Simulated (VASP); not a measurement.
**Ru: single point with PBEsol+U**

Crystal: Ru.

```xyz
2
Lattice="2.6795 0.0000 0.0000 -1.3397 2.3205 0.0000 0.0000 0.0000 4.2292" Properties=species:S:1:pos:R:3 pbc="T T T"
Ru   -0.0018    1.5868    1.0808
Ru    1.3379    0.8133    3.1954
```

```
Program                : VASP 6.6.1
Task                   : single point
Functional             : PBEsol
Potentials or basis    : VASP PAW PBE potentials, release 64 (Ru_sv)
Cutoff                 : 600 eV
k mesh                 : 9 × 9 × 5
Occupations            : fermi-dirac, width 0.05 eV
Spin                   : no spin polarisation
Hubbard terms          : Ru d U = 6.0 eV
Dipole correction      : no
Second run             : valence_matched
Further INCAR settings : ALGO = Normal; EDIFF = 1e-06; NBANDS = 23
```

| Property | Result |
| --- | --- |
| Pressure | 1.8 GPa |
| Band gap on the k mesh | zero (band 16 reaches 17.11 eV, above the bottom of band 17 at 13.89 eV) |

Stress tensor (GPa, compression positive):
```
1.60 0.00 0.00
0.00 1.60 0.00
0.00 0.00 2.33
```

Levels at points of the mesh, in eV from the Fermi level:
| k point | band 12 | band 13 | band 14 | band 15 | band 16 | band 17 | band 18 | band 19 | band 20 | band 21 |
| --- | --- | --- | --- | --- | --- | --- | --- | --- | --- | --- |
| (0.00, 0.00, 0.00) | -2.84 | -2.54 | -2.11 | -2.11 | -1.65 | -1.65 | 1.07 | 1.07 | 1.35 | 10.68 |

Eigenvalues of the final occupation matrices:
| site | spin | trace | eigenvalues |
| --- | --- | --- | --- |
| site 1 d | 1 | 2.70 | 0.52 0.54 0.54 0.55 0.55 |
| site 1 d | 2 | 2.70 | 0.52 0.54 0.54 0.55 0.55 |
| site 2 d | 1 | 2.70 | 0.52 0.54 0.54 0.55 0.55 |
| site 2 d | 2 | 2.70 | 0.52 0.54 0.54 0.55 0.55 |

Run time: 22 s on 1 thread of AMD EPYC 9R14 (Zen 4) (shared host), peak memory 0.13 GiB.

Caveat: the PAW data sets were made with another functional, which shifts forces and pressure a little; U without spin polarisation on a metal has little footing; the U is typed as a test and isn't derived for this compound.
